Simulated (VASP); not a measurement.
# Nb2Te2S (P-3m1) in VASP: single point with PBE

Aim: the single point of Nb2Te2S with PBE.

All numbers are computed with VASP 6.6.1; they aren't measurements. Logs are shortened: lines on timing, memory, paths and dates and some standing lists are left out, and cuts for length are marked.

## (1) The cell of the first run

The structure is trigonal, space group P-3m1 (No. 164). Conventional cell: a = 4.385 Å, b = 4.385 Å, c = 8.204 Å, α = 90.00°, β = 90.00°, γ = 120.00°. Within 3.5 Å of Nb (site symmetry 3m) lie 3 S at 2.63 Å and 4 Te at 2.87 to 2.92 Å and 3 Nb at 2.90 Å. Within 3.8 Å of Te (site symmetry 3m) lie 4 Nb at 2.87 to 2.92 Å and 3 S at 3.33 Å. S (site symmetry -3m) has 6 Nb at 2.63 Å and 6 Te at 3.33 Å within 3.5 Å.

## (2) Single point, PBE

The input, INCAR:

```
SYSTEM = Nb2Te2S
PREC = Accurate ; ENCUT = 520
EDIFF = 1E-7 ; ISMEAR = 0
SIGMA = 0.2 ; LREAL = .FALSE.
LASPH = .TRUE. ; NELM = 60
ALGO = Normal ; ISIF = 2
LWAVE = .FALSE. ; LCHARG = .FALSE.
GGA = PE ; NBANDS = 55
```

The input, KPOINTS:

```
Automatic mesh
0
G
  6 4 4
  0 0 0
```

The input, POSCAR:

```
Nb2Te2S
1.0
    4.3850732066      0.0000000000      0.0000000000
    0.0000000000      7.5951695887      0.0000000000
    0.0000000000      0.0000000000      8.2037598000
Nb Te S
4 4 2
Direct
    1.0000000000      0.3333333333      0.0862300000
    0.5000000000      0.8333333333      0.0862300000
    0.5000000000      0.1666666667      0.9137700000
    1.0000000000      0.6666666667      0.9137700000
    1.0000000000      0.3333333333      0.7367840000
    0.5000000000      0.8333333333      0.7367840000
    0.5000000000      0.1666666667      0.2632160000
    1.0000000000      0.6666666667      0.2632160000
    0.0000000000      0.0000000000      0.0000000000
    0.5000000000      0.5000000000      0.0000000000
```

Potentials or basis: VASP PAW PBE potentials, release 64 (Nb_sv, Te, S).

On the command line:

```sh
$ cat potpaw_PBE.64/Nb_sv/POTCAR potpaw_PBE.64/Te/POTCAR potpaw_PBE.64/S/POTCAR > POTCAR
$ mpirun -np 1 vasp_std > vasp.out
```

OUTCAR:

```text
SYSTEM = Nb2Te2S
   PREC = Accurate
   ENCUT = 520
   EDIFF = 1E-7
   ISMEAR = 0
   LREAL = .FALSE.
   LASPH = .TRUE.
   NELM = 60
   ISIF = 2
   GGA = PE

 ion  position               nearest neighbor table
   1  0.000  0.333  0.086-   9 2.63  10 2.63  10 2.63   5 2.87   3 2.90   3 2.90   4 2.90   7 2.92
                             7 2.92   8 2.92
   2  0.500  0.833  0.086-  10 2.63   9 2.63   9 2.63   6 2.87   4 2.90   4 2.90   3 2.90   8 2.92
                             8 2.92   7 2.92
   3  0.500  0.167  0.914-  10 2.63   9 2.63   9 2.63   7 2.87   1 2.90   1 2.90   2 2.90   5 2.92
                             5 2.92   6 2.92
   4  0.000  0.667  0.914-   9 2.63  10 2.63  10 2.63   8 2.87   2 2.90   2 2.90   1 2.90   6 2.92
                             6 2.92   5 2.92
   5  0.000  0.333  0.737-   1 2.87   3 2.92   3 2.92   4 2.92
   6  0.500  0.833  0.737-   2 2.87   4 2.92   4 2.92   3 2.92
   7  0.500  0.167  0.263-   3 2.87   1 2.92   1 2.92   2 2.92
   8  0.000  0.667  0.263-   4 2.87   2 2.92   2 2.92   1 2.92
   9  0.000  0.000  0.000-   1 2.63   4 2.63   3 2.63   2 2.63   2 2.63   3 2.63
  10  0.500  0.500  0.000-   2 2.63   3 2.63   1 2.63   4 2.63   1 2.63   4 2.63

  LATTYP: Found a simple orthorhombic cell.
 ALAT       =     4.3850732066
 B/A-ratio  =     1.7320508076
 C/A-ratio  =     1.8708375923

  Lattice vectors:

 A1 = (   4.3850732066,   0.0000000000,   0.0000000000)
 A2 = (   0.0000000000,   7.5951695887,   0.0000000000)
 A3 = (   0.0000000000,   0.0000000000,   8.2037598000)

Analysis of symmetry for initial positions (statically):
=====================================================================
 Subroutine PRICEL returns following result:

  LATTYP: Found a hexagonal cell.
 ALAT       =     4.3850732066
 C/A-ratio  =     1.8708375923

  Lattice vectors:

 A1 = (  -4.3850732066,  -0.0000000000,   0.0000000000)
 A2 = (   2.1925366033,  -3.7975847943,   0.0000000000)
 A3 = (   0.0000000000,   0.0000000000,   8.2037598000)

   2 primitive cells build up your supercell.

 Routine SETGRP: Setting up the symmetry group for a
 simple orthorhombic supercell.

 Subroutine GETGRP returns: Found  4 space group operations
 (whereof  4 operations were pure point group operations)
 out of a pool of  8 trial point group operations.

The static configuration has the point symmetry C_2h.

Analysis of symmetry for dynamics (positions and initial velocities):
=====================================================================
 Subroutine PRICEL returns following result:

  LATTYP: Found a hexagonal cell.
 ALAT       =     4.3850732066
 C/A-ratio  =     1.8708375923

  Lattice vectors:

 A1 = (  -4.3850732066,  -0.0000000000,   0.0000000000)
 A2 = (   2.1925366033,  -3.7975847943,   0.0000000000)
 A3 = (   0.0000000000,   0.0000000000,   8.2037598000)

   2 primitive cells build up your supercell.

 Routine SETGRP: Setting up the symmetry group for a
 simple orthorhombic supercell.

 Subroutine GETGRP returns: Found  4 space group operations
 (whereof  4 operations were pure point group operations)
 out of a pool of  8 trial point group operations.

The dynamic configuration has the point symmetry C_2h.

 Subroutine INISYM returns: Found  4 space group operations
 (whereof  4 operations are pure point group operations),
 and found     2 'primitive' translations

----------------------------------------------------------------------------------------

                                     Primitive cell

  volume of cell :     136.6146

  direct lattice vectors                    reciprocal lattice vectors
    -4.385073207 -0.000000000  0.000000000    -0.228046364 -0.131662630  0.000000000
     2.192536603 -3.797584794  0.000000000     0.000000000 -0.263325259  0.000000000
     0.000000000  0.000000000  8.203759800     0.000000000  0.000000000  0.121895329

  length of vectors
     4.385073207  4.385073207  8.203759800     0.263325259  0.263325259  0.121895329

  position of ions in fractional coordinates (direct lattice)
     0.666666667  0.333333333  0.086230000
     0.333333333  0.666666667  0.913770000
     0.666666667  0.333333333  0.736784000
     0.333333333  0.666666667  0.263216000
     0.000000000  0.000000000  0.000000000

  ion indices of the primitive-cell ions
   primitive index   ion index
                 1           1
                 2           4
                 3           5
                 4           8
                 5           9

----------------------------------------------------------------------------------------

 KPOINTS: Automatic mesh

Automatic generation of k-mesh.
 Grid dimensions read from file:
 generate k-points for:    6    4    4

 Generating k-lattice:

  Cartesian coordinates                     Fractional coordinates (reciprocal lattice)
     0.038007727  0.000000000  0.000000000     0.166666667  0.000000000  0.000000000
     0.000000000  0.032915657  0.000000000     0.000000000  0.250000000  0.000000000
     0.000000000  0.000000000  0.030473832     0.000000000  0.000000000  0.250000000

  Length of vectors
     0.038007727  0.032915657  0.030473832

  Shift w.r.t. Gamma in fractional coordinates (k-lattice)
     0.000000000  0.000000000  0.000000000

 Subroutine IBZKPT returns following result:
 ===========================================

 Found     40 irreducible k-points:

 Following reciprocal coordinates:
            Coordinates               Weight
  0.000000  0.000000  0.000000      1.000000
  0.166667  0.000000  0.000000      2.000000
  0.333333  0.000000  0.000000      2.000000
  0.500000  0.000000  0.000000      1.000000
  0.000000  0.250000  0.000000      2.000000
  0.166667  0.250000  0.000000      4.000000
[... 16 lines left out ...]
  0.500000  0.250000  0.250000      2.000000
  0.500000  0.250000 -0.250000      2.000000
 [... further k-points ...]
   k-points           NKPTS =     40   k-points in BZ     NKDIM =     40   number of bands    NBANDS=     55
   number of dos      NEDOS =    301   number of ions     NIONS =     10
   total plane-waves  NPLWV = 129024
   dimension x,y,z NGX =    36 NGY =   56 NGZ =   64
   dimension x,y,z NGXF=    72 NGYF=  112 NGZF=  128
   ions per type =               4   4   2
   NGX,Y,Z   is equivalent  to a cutoff of  13.65, 12.26, 12.97 a.u.
   NGXF,Y,Z  is equivalent  to a cutoff of  27.30, 24.51, 25.94 a.u.
 SYSTEM =  Nb2Te2S
   PREC   = accura    normal or accurate (medium, high low for compatibility)
   ISTART =      0    job   : 0-new  1-cont  2-samecut
   ICHARG =      2    charge: 1-file 2-atom 10-const
   ISPIN  =      1    spin polarized calculation?
   LNONCOLLINEAR =      F non collinear calculations
   LSORBIT =      F    spin-orbit coupling
   LASPH  =      T    aspherical Exc in radial PAW
   ENCUT  =  520.0 eV  38.22 Ry    6.18 a.u.   8.15 14.12 15.25*2*pi/ulx,y,z
   NELM   =     60;   NELMIN=  2; NELMDL= -5     # of ELM steps
   EDIFF  = 0.1E-06   stopping-criterion for ELM
   LREAL  =      F    real-space projection
   EDIFFG = 0.1E-05   stopping-criterion for IOM
   NSW    =      0    number of steps for IOM
   IBRION =     -1    ionic relax: 0-MD 1-quasi-New 2-CG
   NFREE  =      0    steps in history (QN), initial steepest desc. (CG)
   ISIF   =      2    stress and relaxation
   ISYM   =      2    0-nonsym 1-usesym 2-fastsym
   POTIM  = 0.5000    time-step for ionic-motion
   TEBEG  =    0.0;   TEEND  =   0.0 temperature during run
   PSTRESS=    0.0 pullay stress
   NELECT =      88.0000    total number of electrons
   NUPDOWN=      -1.0000    fix difference up-down
   EMIN   =  10.00;   EMAX   =-10.00  energy-range for DOS
   EFERMI =   0.00;   METHOD = LEGACY
   ISMEAR =     0;   SIGMA  =   0.20  broadening in eV -4-tet -1-fermi 0-gaus
   EFERMI_NEDOS =   21; number of points for ismear=-14 and -15
   IALGO  =     38    algorithm
   IMIX   =      4    mixing-type and parameters
     AMIX     =   0.40;   BMIX     =  1.00
     AMIX_MAG =   1.60;   BMIX_MAG =  1.00
  volume/ion in A,a.u.               =      27.32       184.38
  Fermi-wavevector in a.u.,A,eV,Ry     =   1.122173  2.120600 17.133451  1.259273
  Thomas-Fermi vector in A             =   2.258832
   LORBIT       =      0    0 simple, 1 ext, 2 COOP (PROOUT), +10 PAW based schemes
   GGA     = PE    functional components
   LHFCALC =     F    Hartree Fock is set to
   AEXX    =    0.0000 exact exchange contribution
   IVDW    =     0    specifies the selected vdW correction
   LEPSILON=     F    determine dielectric tensor
   LRPA    =     F    only Hartree local field effects (RPA)
 non-spin polarized calculation
 Gauss-broadening in eV      SIGMA  =   0.20
  energy-cutoff  :      520.00
  volume of cell :      273.23
 maximum number of plane-waves:      7407
 NGX is ok and might be reduce to    36
   NGX = 17   NGY = 29   NGZ = 31

 number of electron      87.9999997 magnetization

 Free energy of the ion-electron system (eV)
  ---------------------------------------------------
  ext. energy  EPLUGINS =         0.00000000
  ---------------------------------------------------
  free energy    TOTEN  =       -67.87493169 eV

  energy without entropy =      -67.84811409  energy(sigma->0) =      -67.86152289

 E-fermi :   6.1169     XC(G=0):  -9.3553

 val. band max:        6.0886496194   @ k =   0.3333   0.0000   0.2500
 cond. band min:       6.1200304952   @ k =   0.3333   0.0000   0.0000
 fundamental gap:      0.0313808758
 Fermi energy:         6.1169489050

 k-point     1 :       0.0000    0.0000    0.0000
  band No.  band energies     occupation
      1     -48.9352      2.00000
      2     -48.8889      2.00000
      3     -48.8436      2.00000
      4     -48.7987      2.00000
      5     -25.2452      2.00000
      6     -25.1790      2.00000
[... 47 lines left out ...]
     54       9.2802      0.00000
     55       9.3611      0.00000

 k-point     2 :       0.1667    0.0000    0.0000
  band No.  band energies     occupation
      1     -48.9289      2.00000
      2     -48.8828      2.00000
      3     -48.8496      2.00000
      4     -48.8047      2.00000
      5     -25.2372      2.00000
      6     -25.1944      2.00000
[... 47 lines left out ...]
     54       8.9838      0.00000
     55       9.1400      0.00000

 k-point     3 :       0.3333    0.0000    0.0000
  band No.  band energies     occupation
      1     -48.9120      2.00000
      2     -48.8662      2.00000
      3     -48.8662      2.00000
      4     -48.8210      2.00000
      5     -25.2282      2.00000
      6     -25.2007      2.00000
[... 1152 lines left out ...]
 k-point    23 :       0.5000    0.2500    0.2500
  band No.  band energies     occupation
      1     -48.8890      2.00000
      2     -48.8890      2.00000
      3     -48.8436      2.00000
      4     -48.8436      2.00000
      5     -25.2363      2.00000
      6     -25.2363      2.00000
[... 47 lines left out ...]
     54       8.7624      0.00000
     55       9.2677      0.00000

 k-point    24 :       0.5000    0.2500   -0.2500
  band No.  band energies     occupation
      1     -48.8890      2.00000
      2     -48.8890      2.00000
      3     -48.8436      2.00000
      4     -48.8436      2.00000
      5     -25.2363      2.00000
      6     -25.2363      2.00000
[... 47 lines left out ...]
     54       8.6458      0.00000
     55       9.2442      0.00000

 [... further k-points ...]
[... 5 lines left out ...]
  --------------------------------------------------------------------------------------
  -------------------------------------------------------------------------------------
  Total       -0.2516946     -0.2793381     -0.1901608      0.0000000      0.0117374      0.0000000
  in kB       -1.4759010     -1.6379985     -1.1150756      0.0000000      0.0688262      0.0000000
  external PRESSURE =      -1.4096584 kB  Pullay stress =       0.0000000 kB

 VOLUME and BASIS-vectors are now :
 -----------------------------------------------------------------------------
  energy-cutoff  :      520.00
  volume of cell :      273.23
      direct lattice vectors                 reciprocal lattice vectors
     4.385073207  0.000000000  0.000000000     0.228046364  0.000000000  0.000000000
     0.000000000  7.595169589  0.000000000     0.000000000  0.131662630  0.000000000
     0.000000000  0.000000000  8.203759800     0.000000000  0.000000000  0.121895329

 POSITION                                       TOTAL-FORCE (eV/Angst)
 -----------------------------------------------------------------------------------
      0.00000      2.53172      0.70741        -0.000000     -0.001258     -0.022244
      2.19254      6.32931      0.70741         0.000000     -0.001258     -0.022244
      2.19254      1.26586      7.49635        -0.000000      0.001258      0.022244
      0.00000      5.06345      7.49635         0.000000      0.001258      0.022244
      0.00000      2.53172      6.04440         0.000000     -0.001885      0.006373
      2.19254      6.32931      6.04440         0.000000     -0.001885      0.006373
      2.19254      1.26586      2.15936        -0.000000      0.001885     -0.006373
      0.00000      5.06345      2.15936         0.000000      0.001885     -0.006373
      0.00000      0.00000      0.00000        -0.000000     -0.000000      0.000000
      2.19254      3.79758      0.00000        -0.000000     -0.000000      0.000000
 -----------------------------------------------------------------------------------
    total drift:                                0.000000      0.000000      0.000000

  FREE ENERGIE OF THE ION-ELECTRON SYSTEM (eV)
  ---------------------------------------------------
  free  energy   TOTEN  =       -67.8749316913 eV

  energy  without entropy=      -67.8481140877  energy(sigma->0) =      -67.86152289
```

Run time: 8.3 min. Hardware: 1 thread of Intel Xeon Platinum 8488C (Sapphire Rapids), shared host; peak memory 0.67 GiB.

Results:

- Free energy: -67.8749 eV
- Pressure: -0.1 GPa
- Largest force: 0.022 eV/Å
- Band gap on the k mesh: zero (bands 44 and 45 overlap by 0.06 eV)

Forces in eV/Å, atoms in the order of the input:
```
Nb   0.000 -0.001 -0.022
Nb   0.000 -0.001 -0.022
Nb   0.000  0.001  0.022
Nb   0.000  0.001  0.022
Te   0.000 -0.002  0.006
Te   0.000 -0.002  0.006
Te   0.000  0.002 -0.006
Te   0.000  0.002 -0.006
S    0.000  0.000  0.000
S    0.000  0.000  0.000
```

Caveat: spin-orbit coupling is left out, which moves the levels of the heavy elements; this functional lacks dispersion, which binds the layers, so the pressure and a relaxed spacing across them are unreliable.
